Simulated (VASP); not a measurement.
Set up this calculation in VASP 6.6.1, as the native input.

- Task: single point
- Functional: LDA
- Potentials or basis: VASP PAW LDA potentials, release 64 (Ba_sv)
- Cutoff: 520 eV
- k mesh: 11 × 11 × 11
- Occupations: fermi-dirac, width 0.05 eV
- Spin: no spin polarisation
- Dipole correction: no
- Further INCAR settings: ALGO = Normal; EDIFF = 1e-06; NBANDS = 11

The structure of Ba lies in POSCAR:

```
Ba
1.0
   -2.3789389852      2.3789389852      2.3789389852
    2.3789389852     -2.3789389852      2.3789389852
    2.3789389852      2.3789389852     -2.3789389852
Ba
1
Direct
    0.0000000000      0.0000000000      0.0000000000
```

The input as run:

INCAR

```
PREC     = Accurate       # precision mode
ENCUT    = 520            # plane-wave cutoff, eV
EDIFF    = 1E-6           # SCF threshold, eV
ISMEAR   = -1             # smearing method
SIGMA    = 0.05           # smearing width, eV
LREAL    = False          # projectors in reciprocal space
LASPH    = True           # aspherical terms in the spheres
NELM     = 80             # most SCF steps
ALGO     = Normal         # electronic algorithm
ISIF     = 2              # what is computed and relaxed
LWAVE    = False          # write WAVECAR
LCHARG   = False          # write CHGCAR
NBANDS   = 11             # bands
```

KPOINTS

```
Automatic mesh
0
Gamma
  11 11 11
```

Potentials or basis: VASP PAW LDA potentials, release 64 (Ba_sv).

Run with:

```console
$ cat potpaw_LDA.64/Ba_sv/POTCAR > POTCAR
$ mpirun -np 1 vasp_std > vasp.out
```

It gave:

```yaml
Pressure: 0.1 GPa
Band_gap_on_the_k_mesh: zero (bands 5 and 6 overlap by 1.15 eV)
```

Caveat: spin-orbit coupling is left out, which moves the levels of the heavy elements.

Run time: 17 s on 1 thread of Intel(R) Xeon(R) Platinum 8259CL CPU @ 2.50GHz (Skylake/Cascade Lake) (shared host), peak memory 0.17 GiB.
